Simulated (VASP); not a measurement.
# SiC (P6_3mc) in VASP: further runs

The runs below take SiC through single point, relaxation of cell and atoms, with revPBE+D3(BJ), PBE+D3(BJ), r2SCAN.

All numbers are computed with VASP 6.6.1; they aren't measurements. Logs are shortened: lines on timing, memory, paths and dates and some standing lists are left out, and cuts for length are marked.

**1. The cell of the first run**

Symmetry: P6_3mc, No. 186, hexagonal system. The conventional cell has a = 3.076 Å, b = 3.076 Å, c = 10.071 Å, α = 90.00°, β = 90.00°, γ = 120.00°. Si (site symmetry 3m) has 4 C at 1.88 to 1.89 Å within 2.5 Å. Within 2.5 Å of Si (site symmetry 3m) lie 4 C at 1.88 to 1.89 Å. Within 2.5 Å of C (site symmetry 3m) lie 4 Si at 1.88 to 1.89 Å. Within 2.5 Å of C (site symmetry 3m) lie 4 Si at 1.88 to 1.89 Å.

**2. Single point, revPBE+D3(BJ)**

Contents of INCAR:

```
SYSTEM = SiC
ALGO = Normal
EDIFF = 1E-6
ENCUT = 520
GGA = RE
ISIF = 2
ISMEAR = -1
IVDW = 12
LASPH = .True.
LCHARG = .False.
LREAL = .False.
LWAVE = .False.
NBANDS = 26
NELM = 100
PREC = Accurate
SIGMA = 0.05
```

Contents of KPOINTS:

```
k-points
0
Gamma
  10 10 3
  0 0 0
```

Contents of POSCAR:

```
SiC
1.0
    3.0756941497      0.0000000000      0.0000000000
   -1.5378470748      2.6636292679      0.0000000000
    0.0000000000      0.0000000000     10.0706464800
Si C
4 4
Direct
    0.0000000000      0.0000000000      0.1878943800
    0.0000000000      0.0000000000      0.6878943800
    0.3333333333      0.6666666667      0.4378419800
    0.6666666667      0.3333333333      0.9378419800
    0.0000000000      0.0000000000      0.0004600500
    0.0000000000      0.0000000000      0.5004600500
    0.3333333333      0.6666666667      0.2498025900
    0.6666666667      0.3333333333      0.7498025900
```

Potentials or basis: VASP PAW PBE potentials, release 64 (Si, C).

Run with:

```bash
> cat potpaw_PBE.64/Si/POTCAR potpaw_PBE.64/C/POTCAR > POTCAR
> mpirun -np 1 vasp_std > vasp.out
```

OUTCAR:

```text
SYSTEM = SiC
   EDIFF = 1E-6
   ENCUT = 520
   GGA = RE
   ISIF = 2
   ISMEAR = -1
   IVDW = 12
   LASPH = .True.
   LREAL = .False.
   NELM = 100
   PREC = Accurate
 IVDW          = 12

 ion  position               nearest neighbor table
   1  0.000  0.000  0.188-   7 1.88   7 1.88   7 1.88   5 1.89   3 3.08   3 3.08   3 3.08   4 3.08
                             4 3.08   4 3.08
   2  0.000  0.000  0.688-   8 1.88   8 1.88   8 1.88   6 1.89   4 3.08   4 3.08   4 3.08   3 3.08
                             3 3.08   3 3.08
   3  0.333  0.667  0.438-   6 1.88   6 1.88   6 1.88   7 1.89   1 3.08   1 3.08   1 3.08   2 3.08
                             2 3.08   2 3.08
   4  0.667  0.333  0.938-   5 1.88   5 1.88   5 1.88   8 1.89   2 3.08   2 3.08   2 3.08   1 3.08
                             1 3.08   1 3.08
   5  0.000  0.000  0.000-   4 1.88   4 1.88   4 1.88   1 1.89
   6  0.000  0.000  0.500-   3 1.88   3 1.88   3 1.88   2 1.89
   7  0.333  0.667  0.250-   1 1.88   1 1.88   1 1.88   3 1.89
   8  0.667  0.333  0.750-   2 1.88   2 1.88   2 1.88   4 1.89

  LATTYP: Found a hexagonal cell.
 ALAT       =     3.0756941497
 C/A-ratio  =     3.2742678530

  Lattice vectors:

 A1 = (   3.0756941497,   0.0000000000,   0.0000000000)
 A2 = (  -1.5378470748,   2.6636292679,   0.0000000000)
 A3 = (   0.0000000000,   0.0000000000,  10.0706464800)

Analysis of symmetry for initial positions (statically):
=====================================================================
 Subroutine PRICEL returns:
 Original cell was already a primitive cell.

 Routine SETGRP: Setting up the symmetry group for a
 hexagonal supercell.

 Subroutine GETGRP returns: Found 12 space group operations
 (whereof  6 operations were pure point group operations)
 out of a pool of 24 trial point group operations.

The static configuration has the point symmetry C_3v.
 The point group associated with its full space group is C_6v.

Analysis of symmetry for dynamics (positions and initial velocities):
=====================================================================
 Subroutine PRICEL returns:
 Original cell was already a primitive cell.

 Routine SETGRP: Setting up the symmetry group for a
 hexagonal supercell.

 Subroutine GETGRP returns: Found 12 space group operations
 (whereof  6 operations were pure point group operations)
 out of a pool of 24 trial point group operations.

The dynamic configuration has the point symmetry C_3v.
 The point group associated with its full space group is C_6v.

 Subroutine INISYM returns: Found 12 space group operations
 (whereof  6 operations are pure point group operations),
 and found     1 'primitive' translations

----------------------------------------------------------------------------------------

                                     Primitive cell

  volume of cell :      82.5039

  direct lattice vectors                    reciprocal lattice vectors
     3.075694150  0.000000000  0.000000000     0.325129857  0.187713811  0.000000000
    -1.537847075  2.663629268  0.000000000     0.000000000  0.375427621  0.000000000
     0.000000000  0.000000000 10.070646480     0.000000000  0.000000000  0.099298491

  length of vectors
     3.075694150  3.075694150 10.070646480     0.375427621  0.375427621  0.099298491

  position of ions in fractional coordinates (direct lattice)
     0.000000000  0.000000000  0.187894380
     0.000000000  0.000000000  0.687894380
     0.333333333  0.666666667  0.437841980
     0.666666667  0.333333333  0.937841980
     0.000000000  0.000000000  0.000460050
     0.000000000  0.000000000  0.500460050
     0.333333333  0.666666667  0.249802590
     0.666666667  0.333333333  0.749802590

  ion indices of the primitive-cell ions
   primitive index   ion index
                 1           1
                 2           2
                 3           3
                 4           4
                 5           5
                 6           6
                 7           7
                 8           8

----------------------------------------------------------------------------------------

 KPOINTS: k-points

Automatic generation of k-mesh.
 Grid dimensions read from file:
 generate k-points for:   10   10    3

 Generating k-lattice:

  Cartesian coordinates                     Fractional coordinates (reciprocal lattice)
     0.032512986  0.018771381  0.000000000     0.100000000  0.000000000  0.000000000
     0.000000000  0.037542762  0.000000000     0.000000000  0.100000000  0.000000000
     0.000000000  0.000000000  0.033099497     0.000000000  0.000000000  0.333333333

  Length of vectors
     0.037542762  0.037542762  0.033099497

  Shift w.r.t. Gamma in fractional coordinates (k-lattice)
     0.000000000  0.000000000  0.000000000

 Subroutine IBZKPT returns following result:
 ===========================================

 Found     28 irreducible k-points:

 Following reciprocal coordinates:
            Coordinates               Weight
  0.000000  0.000000  0.000000      1.000000
  0.100000  0.000000  0.000000      6.000000
  0.200000  0.000000  0.000000      6.000000
  0.300000  0.000000  0.000000      6.000000
  0.400000  0.000000  0.000000      6.000000
  0.500000  0.000000  0.000000      3.000000
[... 16 lines left out ...]
  0.300000  0.100000  0.333333     24.000000
  0.400000  0.100000  0.333333     24.000000
 [... further k-points ...]
   k-points           NKPTS =     28   k-points in BZ     NKDIM =     28   number of bands    NBANDS=     26
   number of dos      NEDOS =    301   number of ions     NIONS =      8
   total plane-waves  NPLWV =  46080
   dimension x,y,z NGX =    24 NGY =   24 NGZ =   80
   dimension x,y,z NGXF=    48 NGYF=   48 NGZF=  160
   ions per type =               4   4
   NGX,Y,Z   is equivalent  to a cutoff of  12.97, 12.97, 13.21 a.u.
   NGXF,Y,Z  is equivalent  to a cutoff of  25.94, 25.94, 26.41 a.u.
 SYSTEM =  SiC
   PREC   = accura    normal or accurate (medium, high low for compatibility)
   ISTART =      0    job   : 0-new  1-cont  2-samecut
   ICHARG =      2    charge: 1-file 2-atom 10-const
   ISPIN  =      1    spin polarized calculation?
   LNONCOLLINEAR =      F non collinear calculations
   LSORBIT =      F    spin-orbit coupling
   LASPH  =      T    aspherical Exc in radial PAW
   ENCUT  =  520.0 eV  38.22 Ry    6.18 a.u.   5.72  5.72 18.72*2*pi/ulx,y,z
   NELM   =    100;   NELMIN=  2; NELMDL= -5     # of ELM steps
   EDIFF  = 0.1E-05   stopping-criterion for ELM
   LREAL  =      F    real-space projection
   EDIFFG = 0.1E-04   stopping-criterion for IOM
   NSW    =      0    number of steps for IOM
   IBRION =     -1    ionic relax: 0-MD 1-quasi-New 2-CG
   NFREE  =      0    steps in history (QN), initial steepest desc. (CG)
   ISIF   =      2    stress and relaxation
   ISYM   =      2    0-nonsym 1-usesym 2-fastsym
   POTIM  = 0.5000    time-step for ionic-motion
   TEBEG  =    0.0;   TEEND  =   0.0 temperature during run
   PSTRESS=    0.0 pullay stress
   NELECT =      32.0000    total number of electrons
   NUPDOWN=      -1.0000    fix difference up-down
   EMIN   =  10.00;   EMAX   =-10.00  energy-range for DOS
   EFERMI =   0.00;   METHOD = LEGACY
   ISMEAR =    -1;   SIGMA  =   0.05  broadening in eV -4-tet -1-fermi 0-gaus
   EFERMI_NEDOS =   21; number of points for ismear=-14 and -15
   IALGO  =     38    algorithm
   IMIX   =      4    mixing-type and parameters
     AMIX     =   0.40;   BMIX     =  1.00
     AMIX_MAG =   1.60;   BMIX_MAG =  1.00
  volume/ion in A,a.u.               =      10.31        69.60
  Fermi-wavevector in a.u.,A,eV,Ry     =   1.193897  2.256138 19.393597  1.425389
  Thomas-Fermi vector in A             =   2.329900
   LORBIT       =      0    0 simple, 1 ext, 2 COOP (PROOUT), +10 PAW based schemes
   GGA     = RE    functional components
   LHFCALC =     F    Hartree Fock is set to
   AEXX    =    0.0000 exact exchange contribution
   IVDW    =    12    specifies the selected vdW correction
   LEPSILON=     F    determine dielectric tensor
   LRPA    =     F    only Hartree local field effects (RPA)
 non-spin polarized calculation
  energy-cutoff  :      520.00
  volume of cell :       82.50
 maximum number of plane-waves:      2248
 NGX is ok and might be reduce to    24
   NGX = 11   NGY = 11   NGZ = 37

 number of electron      32.0000000 magnetization

 Free energy of the ion-electron system (eV)
  ---------------------------------------------------
  ext. energy  EPLUGINS =         0.00000000
  ---------------------------------------------------
  free energy    TOTEN  =       -57.76730954 eV

  energy without entropy =      -57.76730954  energy(sigma->0) =      -57.76730954

 E-fermi :   9.3275     XC(G=0): -11.3210

 val. band max:        8.2777856693   @ k =   0.0000   0.0000   0.0000
 cond. band min:      10.5102255524   @ k =   0.5000   0.0000   0.0000
 fundamental gap:      2.2324398831
 Fermi energy:         9.3275436471

 k-point     1 :       0.0000    0.0000    0.0000
  band No.  band energies     occupation
      1      -7.2433      2.00000
      2      -6.0657      2.00000
      3      -6.0279      2.00000
      4      -3.6813      2.00000
      5      -0.3376      2.00000
      6       3.8887      2.00000
[... 18 lines left out ...]
     25      15.7287      0.00000
     26      16.3685      0.00000

 k-point     2 :       0.1000    0.0000    0.0000
  band No.  band energies     occupation
      1      -7.0695      2.00000
      2      -5.8979      2.00000
      3      -5.8593      2.00000
      4      -3.5353      2.00000
      5      -0.1780      2.00000
      6       3.9373      2.00000
[... 18 lines left out ...]
     25      15.9126      0.00000
     26      16.1729      0.00000

 k-point     3 :       0.2000    0.0000    0.0000
  band No.  band energies     occupation
      1      -6.5548      2.00000
      2      -5.4036      2.00000
      3      -5.3620      2.00000
      4      -3.1183      2.00000
      5       0.2785      2.00000
      6       3.7006      2.00000
[... 18 lines left out ...]
     25      16.4642      0.00000
     26      16.8118      0.00000

 k-point     4 :       0.3000    0.0000    0.0000
  band No.  band energies     occupation
      1      -5.7244      2.00000
      2      -4.6214      2.00000
      3      -4.5723      2.00000
      4      -2.5308      2.00000
      5       0.8656      2.00000
      6       2.1279      2.00000
[... 18 lines left out ...]
     25      16.9460      0.00000
     26      17.4024      0.00000

 k-point     5 :       0.4000    0.0000    0.0000
  band No.  band energies     occupation
      1      -4.6571      2.00000
      2      -3.6939      2.00000
      3      -3.6179      2.00000
      4      -2.1667      2.00000
      5       0.4126      2.00000
      6       0.7985      2.00000
[... 18 lines left out ...]
     25      17.1060      0.00000
     26      17.6143      0.00000

 k-point     6 :       0.5000    0.0000    0.0000
  band No.  band energies     occupation
      1      -3.8284      2.00000
      2      -3.2918      2.00000
      3      -3.0469      2.00000
      4      -2.3165      2.00000
      5      -0.2625      2.00000
      6       0.0415      2.00000
[... 427 lines left out ...]
 k-point    21 :       0.1000    0.1000    0.3333
  band No.  band energies     occupation
      1      -6.5909      2.00000
      2      -6.1929      2.00000
      3      -4.6938      2.00000
      4      -3.7668      2.00000
      5       0.8386      2.00000
      6       2.3136      2.00000
[... 18 lines left out ...]
     25      16.4270      0.00000
     26      16.4597      0.00000

 k-point    22 :       0.2000    0.1000    0.3333
  band No.  band energies     occupation
      1      -5.9199      2.00000
      2      -5.5313      2.00000
      3      -4.0819      2.00000
      4      -3.2082      2.00000
      5       1.2545      2.00000
      6       2.3071      2.00000
[... 18 lines left out ...]
     25      16.7001      0.00000
     26      16.9445      0.00000

 k-point    23 :       0.3000    0.1000    0.3333
  band No.  band energies     occupation
      1      -4.9671      2.00000
      2      -4.6013      2.00000
      3      -3.2814      2.00000
      4      -2.5545      2.00000
      5       0.9852      2.00000
      6       1.2590      2.00000
[... 18 lines left out ...]
     25      16.6186      0.00000
     26      17.6399      0.00000

 k-point    24 :       0.4000    0.1000    0.3333
  band No.  band energies     occupation
      1      -3.9090      2.00000
      2      -3.6210      2.00000
      3      -2.7252      2.00000
      4      -2.3573      2.00000
      5       0.1441      2.00000
      6       0.4949      2.00000
[... 18 lines left out ...]
     25      16.2864      0.00000
     26      17.1789      0.00000

 [... further k-points ...]

------------------------ aborting loop because EDIFF is reached ----------------------------------------

 Edisp (eV)   -4.80791

 E8    (eV) :    -3.1494

  FORCE on cell =-STRESS in cart. coord.  units (eV):
  Direction    XX          YY          ZZ          XY          YZ          ZX
  --------------------------------------------------------------------------------------
  -------------------------------------------------------------------------------------
  Total      -1.78472    -1.78472    -1.82795    -0.00000     0.00000     0.00000
  in kB     -34.65827   -34.65827   -35.49764    -0.00000     0.00000     0.00000
  external pressure =      -34.94 kB  Pullay stress =        0.00 kB

 VOLUME and BASIS-vectors are now :
 -----------------------------------------------------------------------------
  energy-cutoff  :      520.00
  volume of cell :       82.50
      direct lattice vectors                 reciprocal lattice vectors
     3.075694150  0.000000000  0.000000000     0.325129857  0.187713811  0.000000000
    -1.537847075  2.663629268  0.000000000     0.000000000  0.375427621  0.000000000
     0.000000000  0.000000000 10.070646480     0.000000000  0.000000000  0.099298491

 POSITION                                       TOTAL-FORCE (eV/Angst)
 -----------------------------------------------------------------------------------
      0.00000      0.00000      1.89222         0.000000     -0.000000      0.000359
      0.00000      0.00000      6.92754        -0.000000      0.000000      0.000359
     -0.00000      1.77575      4.40935         0.000000     -0.000000     -0.008400
      1.53785      0.88788      9.44468        -0.000000      0.000000     -0.008400
      0.00000      0.00000      0.00463        -0.000000      0.000000      0.001467
      0.00000      0.00000      5.03996        -0.000000     -0.000000      0.001467
     -0.00000      1.77575      2.51567        -0.000000      0.000000      0.006573
      1.53785      0.88788      7.55100         0.000000     -0.000000      0.006573
 -----------------------------------------------------------------------------------
    total drift:                               -0.000000     -0.000000      0.000057

  FREE ENERGIE OF THE ION-ELECTRON SYSTEM (eV)
  ---------------------------------------------------
  free  energy   TOTEN  =       -62.5752146433 eV

  energy  without entropy=      -62.5752146433  energy(sigma->0) =      -62.57521464
```

Run time: 76 s. Hardware: 1 thread of Intel Xeon 8259CL, shared host; peak memory 0.23 GiB.

What came out:

```
Free energy                : -62.5752 eV
Pressure                   : -3.5 GPa
Largest force              : 0.008 eV/Å
Band gap on the k mesh     : 2.23 eV, indirect (least direct gap 3.35 eV)
Dispersion energy per atom : -0.601 eV
```

Forces in eV/Å, atoms in the order of the input:
```
Si   0.000  0.000  0.000
Si   0.000  0.000  0.000
Si   0.000  0.000 -0.008
Si   0.000  0.000 -0.008
C    0.000  0.000  0.001
C    0.000  0.000  0.001
C    0.000  0.000  0.007
C    0.000  0.000  0.007
```

Levels at points of the mesh, in eV from the valence-band top:
```csv
k point,band 12,band 13,band 14,band 15,band 16,band 17,band 18,band 19,band 20,band 21
"(0.00, 0.00, 0.00)",-0.58,-0.58,-0.05,0.00,0.00,5.14,5.72,6.33,6.37,7.02
"(0.50, 0.00, 0.00)",-2.39,-2.36,-2.22,-1.57,-1.12,2.23,2.37,4.26,4.79,5.34
```

Caveat: the PAW data sets were made with another functional, which shifts forces and pressure a little. A k mesh can miss the band edges.

(Part 1 of 2 ends here.)
